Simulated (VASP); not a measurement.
Wanted: the native input for a VASP 6.6.1 run.

```yaml
Task: single point
Functional: PBEsol
Potentials_or_basis: VASP PAW PBE potentials, release 64 (Zn, Se)
Cutoff: 520 eV
k_mesh: 6 × 6 × 6
Occupations: methfessel-paxton, width 0.05 eV
Spin: no spin polarisation
Dipole_correction: no
Further_INCAR_settings: ALGO = Normal; EDIFF = 1e-07; NBANDS = 16
```

The structure of ZnSe lies in POSCAR:

```
ZnSe
1.0
    3.3251530431      0.0000000000      0.0000000000
    0.0000000000      3.3251530431      0.0000000000
    0.0000000000      0.0000000000      3.3251530431
Zn Se
1 1
Direct
    0.0000000000      0.0000000000      0.0000000000
    0.5000000000      0.5000000000      0.5000000000
```

The input as run:

INCAR

```
PREC = Accurate
ENCUT = 520
EDIFF = 1E-7
ISMEAR = 1
SIGMA = 0.05
LREAL = False
LASPH = True
NELM = 80
ALGO = Normal
ISIF = 2
LWAVE = False
LCHARG = False
GGA = PS
NBANDS = 16
```

KPOINTS

```
regular mesh
0
Gamma
  6 6 6
```

Potentials or basis: VASP PAW PBE potentials, release 64 (Zn, Se).

Command:

```bash
$ cat potpaw_PBE.64/Zn/POTCAR potpaw_PBE.64/Se/POTCAR > POTCAR
$ mpirun -np 1 vasp_std > vasp.out
```

It gave:

```json
{
 "Pressure": "-2.9 GPa",
 "Band gap on the k mesh": "zero (band 9 reaches 4.31 eV, above the bottom of band 10 at 2.76 eV)"
}
```

Caveat: the PAW data sets were made with another functional, which shifts forces and pressure a little.

Wall time 5.7 s on 1 thread of Intel(R) Xeon(R) 6975P-C (Granite Rapids) (shared host), peak memory 0.15 GiB.
